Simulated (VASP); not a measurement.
Runs of VASP 6.6.1 on Sb. The structure is that of space group Pm-3m (No. 221), or close to it. The cells are those of the table. 

| cell | gap on the mesh (eV) | pressure (GPa) |
| --- | --- | --- |
| a = 3.186 Å, 1 atom | none | -5.7 |
| a = 3.133 Å, 1 atom | none | (a) |
| a = 3.237 Å, 1 atom | none | -7.2 |
| a = 3.051 Å, 1 atom | none | 0.9 |
| a = 3.212 Å, 1 atom | none | (c) |
| a = 3.262 Å, 1 atom | none | -7.8 |
| a = 3.079 Å, 1 atom | none | (b) |
| a = 3.160 Å, 1 atom | none | -4.8 |

Alike in all rows: task single point; level PBEsol; potentials or basis VASP PAW PBE potentials, release 64 (Sb); no spin polarisation; k mesh 7 × 7 × 7; cutoff (eV) 520; smearing fermi-dirac 0.05 eV.

Question: Estimate the missing entries.

Answer: (a) -3.7; (b) -0.9; (c) -6.5.

Caveats: the PAW data sets were made with another functional, which shifts forces and pressure a little; spin-orbit coupling is left out, which moves the levels of the heavy elements.

A k mesh can miss the band edges, and the runs leave out spin-orbit coupling on Sb.

A gap of «none» marks levels without a gap at the run's occupations.
